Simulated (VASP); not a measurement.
A run of VASP 6.6.1:

INCAR

```
SYSTEM = MgO
PREC     = Accurate       ! precision mode
ENCUT    = 840            ! plane-wave cutoff, eV
EDIFF    = 1E-6           ! SCF threshold, eV
ISMEAR   = 0              ! smearing method
SIGMA    = 0.02           ! smearing width, eV
LREAL    = .FALSE.        ! projectors in reciprocal space
LASPH    = .TRUE.         ! aspherical terms in the spheres
NELM     = 120            ! most SCF steps
ALGO     = Normal         ! electronic algorithm
ISIF     = 2              ! what is computed and relaxed
LWAVE    = .FALSE.        ! write WAVECAR
LCHARG   = .FALSE.        ! write CHGCAR
NBANDS   = 15             ! bands
GGA_COMPAT= .FALSE.
```

Contents of KPOINTS:

```
regular mesh
0
G
  10 10 10
  0 0 0
```

The input POSCAR:

```
MgO
1.0
    0.0000000000      2.0803236700      2.0803236700
    2.0803236700      0.0000000000      2.0803236700
    2.0803236700      2.0803236700      0.0000000000
Mg O
1 1
Direct
    0.0000000000      0.0000000000      0.0000000000
    0.5000000000      0.5000000000      0.5000000000
```

Potentials or basis: VASP PAW LDA potentials, release 64 (Mg_sv, O).

Command:

```sh
$ cat potpaw_LDA.64/Mg_sv/POTCAR potpaw_LDA.64/O/POTCAR > POTCAR
$ mpirun -np 1 vasp_std > vasp.out
```

Hardware: 1 thread of Intel(R) Xeon(R) Platinum 8259CL CPU @ 2.50GHz (Skylake/Cascade Lake) (shared host).

How long does it take, and how much memory?

It took 22 s on 1 thread of Intel(R) Xeon(R) Platinum 8259CL CPU @ 2.50GHz (Skylake/Cascade Lake), on a shared host, peak memory 0.15 GiB. Counts: scf iterations 12, k points 47.
